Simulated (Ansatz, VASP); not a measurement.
# BP in VASP and in Ansatz

```xyz
4
Lattice="1.4469 -6.5315 0.0000 1.4469 6.5315 0.0000 0.0000 0.0000 2.8938" Properties=species:S:1:pos:R:3 pbc="T T T"
B     1.4469   -2.6345    0.7235
B     1.4469    2.6345    2.1704
P     1.4469   -4.6306    0.7235
P     1.4469    4.6306    2.1704
```

Change from the starting cell: species swapped into the GdPd type (Cmcm, No. 63).

Alike in both runs: task relaxation of cell and atoms; functional PBE; k mesh 16 × 16 × 16; occupations gaussian, width 0.1 eV; no spin polarisation.

|  | VASP | Ansatz |
| --- | --- | --- |
| version | VASP 6.6.1 | Ansatz 0.2.0 |
| potentials or method | VASP PAW PBE potentials, release 64 (B, P), cutoff 600 eV | scalar-relativistic, plane waves, PAW |
| valence electrons in the cell | 16 | 16 |

|  | VASP | Ansatz | Ansatz less VASP |
| --- | --- | --- | --- |
| gap on the k mesh at the Fermi level, each at its own relaxed structure (eV) | none | none | - |
| relaxed volume (Å³/atom) | 14.14 | 14.29 | +0.145 |
| relaxed length of the cell vector where the two differ most in proportion (Å) | 6.892 | 6.949 | +0.0561 |

A gap of «none» marks a metal or a gap that the smearing closes.
